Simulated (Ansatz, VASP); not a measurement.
**Two plane-wave programs on CdSe**

File INCAR:

```
SYSTEM = CdSe
ALGO = Normal
EDIFF = 1E-7
ENCUT = 520
GGA = PE
ISIF = 2
ISMEAR = 0
LASPH = .TRUE.
LCHARG = .TRUE.
LELF = .TRUE.
LREAL = .FALSE.
LVHAR = .TRUE.
LWAVE = .FALSE.
NBANDS = 16
NELM = 80
PREC = Accurate
SIGMA = 0.05
```

Contents of KPOINTS:

```
k-points
0
G
  10 10 10
  0 0 0
```

POSCAR

```
CdSe
1.0
    0.0000000000      2.6336524725      3.0984146735
    3.0984146735      0.0000000000      3.0984146735
    3.0984146735      2.6336524725      0.0000000000
Cd Se
1 1
Direct
    0.0000000000      0.0000000000      0.0000000000
    0.7500000000      0.7500000000      0.7500000000
```

Input for Ansatz:

```yaml
crystal:
  lattice:
    - [0.0, 2.6336524725, 3.0984146735]
    - [3.0984146735, 0.0, 3.0984146735]
    - [3.0984146735, 2.6336524725, 0.0]
  atoms:
    - { symbol: Cd, position: [0.0, 0.0, 0.0] }
    - { symbol: Se, position: [0.75, 0.75, 0.75] }
basis:
  ecutwfc: 420
kpoints:
  mp_grid: { grid: [10, 10, 10] }
hamiltonian:
  xc: pbe
scf:
  occupations: { method: gaussian, width: 0.05 }
output:
  forces: true
  stress: true
  eigenvalues: true
```

Change from the starting cell: engineering shear strain xz +0.0000, normal strain along z -0.1500.

Alike in both runs: task single point; functional PBE; k mesh 10 × 10 × 10; occupations gaussian, width 0.05 eV; no spin polarisation.

|  | VASP | Ansatz |
| --- | --- | --- |
| version | VASP 6.6.1 | Ansatz 0.2.0 |
| potentials or method | VASP PAW PBE potentials, release 64 (Cd, Se), cutoff 520 eV | scalar-relativistic, plane waves, PAW |
| valence electrons in the cell | 18 | 36 |

Ansatz gave:

* gap on the k mesh at the Fermi level (eV): 0.54
* least direct gap on the mesh (eV): 0.54
* pressure (GPa): 9.6
* traceless stress, the component that is largest in VASP (GPa): 0.13

**Question.** Estimate VASP's values.

**Answer.** gap on the k mesh at the Fermi level (eV): 0.55; least direct gap on the mesh (eV): 0.55; pressure (GPa): 10.1; traceless stress, the component that is largest in VASP (GPa): 0.07.

VASP's potentials hold 18 valence electrons a cell and Ansatz's 36, so a difference there can come from the potentials and not from the codes.
